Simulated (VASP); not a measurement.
# Tc in VASP: settings compared, part 3 of 3

VASP 6.6.1.

### 6 Single point, PBE

This run uses another cell than the first one, of 14.30 Å³/atom, 0.962 times its volume.

The input, INCAR:

```
SYSTEM = Tc
PREC     = Accurate       ! precision mode
ENCUT    = 520            ! plane-wave cutoff, eV
EDIFF    = 1E-7           ! SCF threshold, eV
ISMEAR   = -1             ! smearing method
SIGMA    = 0.05           ! smearing width, eV
LREAL    = .FALSE.        ! projectors in reciprocal space
LASPH    = .TRUE.         ! aspherical terms in the spheres
NELM     = 100            ! most SCF steps
ALGO     = Normal         ! electronic algorithm
ISIF     = 2              ! what is computed and relaxed
LWAVE    = .FALSE.        ! write WAVECAR
LCHARG   = .FALSE.        ! write CHGCAR
GGA      = PE             ! functional
NBANDS   = 20             ! bands
```

The input, KPOINTS:

```
Automatic mesh
0
G
  6 6 4
  0 0 0
```

The input, POSCAR:

```
Tc
1.0
    2.7400000000      0.0000000000      0.0000000000
   -1.3700000000      2.3729096064      0.0000000000
    0.0000000000      0.0000000000      4.3980000000
Tc
2
Direct
    0.6666666667      0.3333333333      0.7500000000
    0.3333333333      0.6666666667      0.2500000000
```

Potentials or basis: VASP PAW PBE potentials, release 64 (Tc_pv).

Run with:

```console
$ cat potpaw_PBE.64/Tc_pv/POTCAR > POTCAR
$ mpirun -np 1 vasp_std > vasp.out
```

OUTCAR:

```text
SYSTEM = Tc
   PREC = Accurate
   ENCUT = 520
   EDIFF = 1E-7
   ISMEAR = -1
   LREAL = .FALSE.
   LASPH = .TRUE.
   NELM = 100
   ISIF = 2
   GGA = PE

 ion  position               nearest neighbor table
   1  0.667  0.333  0.750-   2 2.71   2 2.71   2 2.71   2 2.71   2 2.71   2 2.71
   2  0.333  0.667  0.250-   1 2.71   1 2.71   1 2.71   1 2.71   1 2.71   1 2.71

  LATTYP: Found a hexagonal cell.
 ALAT       =     2.7400000000
 C/A-ratio  =     1.6051094891

  Lattice vectors:

 A1 = (   2.7400000000,   0.0000000000,   0.0000000000)
 A2 = (  -1.3700000000,   2.3729096064,   0.0000000000)
 A3 = (   0.0000000000,   0.0000000000,   4.3980000000)

Analysis of symmetry for initial positions (statically):
=====================================================================
 Subroutine PRICEL returns:
 Original cell was already a primitive cell.

 Routine SETGRP: Setting up the symmetry group for a
 hexagonal supercell.

 Subroutine GETGRP returns: Found 24 space group operations
 (whereof 12 operations were pure point group operations)
 out of a pool of 24 trial point group operations.

The static configuration has the point symmetry D_3d.
 The point group associated with its full space group is D_6h.

Analysis of symmetry for dynamics (positions and initial velocities):
=====================================================================
 Subroutine PRICEL returns:
 Original cell was already a primitive cell.

 Routine SETGRP: Setting up the symmetry group for a
 hexagonal supercell.

 Subroutine GETGRP returns: Found 24 space group operations
 (whereof 12 operations were pure point group operations)
 out of a pool of 24 trial point group operations.

The dynamic configuration has the point symmetry D_3d.
 The point group associated with its full space group is D_6h.

 Subroutine INISYM returns: Found 24 space group operations
 (whereof 12 operations are pure point group operations),
[... 99 lines left out ...]
   ISYM   =      2    0-nonsym 1-usesym 2-fastsym
   POTIM  = 0.5000    time-step for ionic-motion
   TEBEG  =    0.0;   TEEND  =   0.0 temperature during run
   PSTRESS=    0.0 pullay stress
   NELECT =      26.0000    total number of electrons
   NUPDOWN=      -1.0000    fix difference up-down
   EMIN   =  10.00;   EMAX   =-10.00  energy-range for DOS
   EFERMI =   0.00;   METHOD = LEGACY
   ISMEAR =    -1;   SIGMA  =   0.05  broadening in eV -4-tet -1-fermi 0-gaus
   EFERMI_NEDOS =   21; number of points for ismear=-14 and -15
   IALGO  =     38    algorithm
   IMIX   =      4    mixing-type and parameters
     AMIX     =   0.40;   BMIX     =  1.00
     AMIX_MAG =   1.60;   BMIX_MAG =  1.00
  volume/ion in A,a.u.               =      14.30        96.48
  Fermi-wavevector in a.u.,A,eV,Ry     =   1.586002  2.997108 34.224109  2.515401
  Thomas-Fermi vector in A             =   2.685380
   LORBIT       =      0    0 simple, 1 ext, 2 COOP (PROOUT), +10 PAW based schemes
   GGA     = PE    functional components
[... 5 lines left out ...]
 non-spin polarized calculation
  energy-cutoff  :      520.00
  volume of cell :       28.59
 maximum number of plane-waves:       785
   NGX = 11   NGY = 11   NGZ = 17

 number of electron      25.9999997 magnetization

 Free energy of the ion-electron system (eV)
  ---------------------------------------------------
  ext. energy  EPLUGINS =         0.00000000
  ---------------------------------------------------
  free energy    TOTEN  =       -20.65650860 eV

  energy without entropy =      -20.63677593  energy(sigma->0) =      -20.64664226

 E-fermi :  12.6236     XC(G=0): -13.8048

 val. band max:       12.6078920435   @ k =   0.3333   0.3333   0.0000
 cond. band min:      12.6314438469   @ k =   0.1667  -0.0000   0.0000
 fundamental gap:      0.0235518034
 Fermi energy:        12.6236076933

 k-point     1 :       0.0000    0.0000    0.0000
  band No.  band energies     occupation
      1     -26.7993      2.00000
      2     -25.6896      2.00000
      3     -25.6896      2.00000
      4     -25.5039      2.00000
      5     -25.5039      2.00000
      6     -25.4685      2.00000
[... 472 lines left out ...]
     19      24.3680      0.00000
     20      24.3680      0.00000

------------------------ aborting loop because EDIFF is reached ----------------------------------------

  FORCE on cell =-STRESS in cart. coord.  units (eV):
  Direction    XX          YY          ZZ          XY          YZ          ZX
  --------------------------------------------------------------------------------------
  -------------------------------------------------------------------------------------
  Total        0.6088534      0.6088534      0.3806172      0.0000000      0.0000000      0.0000000
  in kB       34.1142884     34.1142884     21.3261277      0.0000000      0.0000000      0.0000000
  external PRESSURE =      29.8515682 kB  Pullay stress =       0.0000000 kB

 VOLUME and BASIS-vectors are now :
 -----------------------------------------------------------------------------
  energy-cutoff  :      520.00
  volume of cell :       28.59
      direct lattice vectors                 reciprocal lattice vectors
     2.740000000  0.000000000  0.000000000     0.364963504  0.210711777  0.000000000
    -1.370000000  2.372909606  0.000000000     0.000000000  0.421423554  0.000000000
     0.000000000  0.000000000  4.398000000     0.000000000  0.000000000  0.227376080

 POSITION                                       TOTAL-FORCE (eV/Angst)
 -----------------------------------------------------------------------------------
      1.37000      0.79097      3.29850        -0.000000      0.000000      0.000000
     -0.00000      1.58194      1.09950         0.000000      0.000000      0.000000
 -----------------------------------------------------------------------------------
    total drift:                               -0.000000      0.000000     -0.000000

  FREE ENERGIE OF THE ION-ELECTRON SYSTEM (eV)
  ---------------------------------------------------
  free  energy   TOTEN  =       -20.6565086010 eV

  energy  without entropy=      -20.6367759265  energy(sigma->0) =      -20.64664226
```

OSZICAR:

```text
N       E                     dE             d eps       ncg     rms          rms(c)
DAV:   1     0.324589359897E+03    0.32459E+03   -0.16524E+04   840   0.138E+03
DAV:   2    -0.142243983055E+02   -0.33881E+03   -0.33136E+03   900   0.417E+02
DAV:   3    -0.221029484889E+02   -0.78786E+01   -0.77632E+01   968   0.752E+01
DAV:   4    -0.221513805443E+02   -0.48432E-01   -0.48425E-01   900   0.643E+00
DAV:   5    -0.221518411099E+02   -0.46057E-03   -0.46056E-03   952   0.613E-01    0.237E+01
DAV:   6    -0.208172233417E+02    0.13346E+01   -0.24419E+00   896   0.152E+01    0.724E+00
DAV:   7    -0.206655368588E+02    0.15169E+00   -0.40041E-01   944   0.579E+00    0.898E-01
DAV:   8    -0.206565971395E+02    0.89397E-02   -0.97523E-03   856   0.961E-01    0.311E-01
DAV:   9    -0.206565151250E+02    0.82014E-04   -0.35428E-04   980   0.182E-01    0.218E-02
DAV:  10    -0.206565094655E+02    0.56595E-05   -0.15134E-05   916   0.316E-02    0.902E-03
DAV:  11    -0.206565085626E+02    0.90292E-06   -0.50110E-07   960   0.702E-03    0.727E-04
DAV:  12    -0.206565086010E+02   -0.38342E-07   -0.14008E-08   488   0.883E-04
   1 F= -.20656509E+02 E0= -.20646642E+02  d E =-.197327E-01
```

It took 6.3 s on 1 thread of Intel Xeon 6975P-C (Granite Rapids), shared host; peak memory 0.14 GiB.

Results:

| Quantity | Value |
| --- | --- |
| Free energy | -20.6565 eV |
| Pressure | 3.0 GPa |
| Band gap on the k mesh | zero (band 13 reaches 14.33 eV, above the bottom of band 14 at 10.98 eV) |

Stress tensor (GPa, compression positive):
```
3.41 0.00 0.00
0.00 3.41 0.00
0.00 0.00 2.13
```

Caveat: the k points lie up to 0.44 Å⁻¹ apart.

### 7 Overview

| level | potentials or basis | cell | k mesh | gap on the mesh (eV) | pressure (GPa) |
| --- | --- | --- | --- | --- | --- |
| PBEsol | VASP PAW PBE potentials, release 64 (Tc_pv) | a = 2.776, b = 2.776, c = 4.456 Å, angles 90.0, 90.0, 120.0°, 2 atoms | 11 × 11 × 6 | none | -17.8 |
| PBEsol | VASP PAW PBE potentials, release 64 (Tc_pv) | a = 2.794, b = 2.794, c = 4.484 Å, angles 90.0, 90.0, 120.0°, 2 atoms | 11 × 11 × 6 | none | -22.3 |
| PBEsol | VASP PAW PBE potentials, release 64 (Tc_pv) | a = 2.740, b = 2.740, c = 4.398 Å, angles 90.0, 90.0, 120.0°, 2 atoms | 11 × 11 × 6 | none | -6.5 |
| LDA | VASP PAW LDA potentials, release 64 (Tc_pv) | a = 2.740, b = 2.740, c = 4.398 Å, angles 90.0, 90.0, 120.0°, 2 atoms | 6 × 6 × 4 | none | -11.1 |
| PBE | VASP PAW PBE potentials, release 64 (Tc_pv) | a = 2.740, b = 2.740, c = 4.398 Å, angles 90.0, 90.0, 120.0°, 2 atoms | 6 × 6 × 4 | none | 3.0 |

Some of these runs hold the atoms at other places in the same cell, which the table doesn't show; runs alike in all that it shows share one row.

Alike in all rows: task single point; no spin polarisation; cutoff (eV) 520; smearing fermi-dirac 0.05 eV.

Caveats: some runs use coarse meshes; the PAW data sets were made with another functional, which shifts forces and pressure a little (some runs).

Total energies depend on the potentials used, so only differences within one code and one set of settings carry meaning.
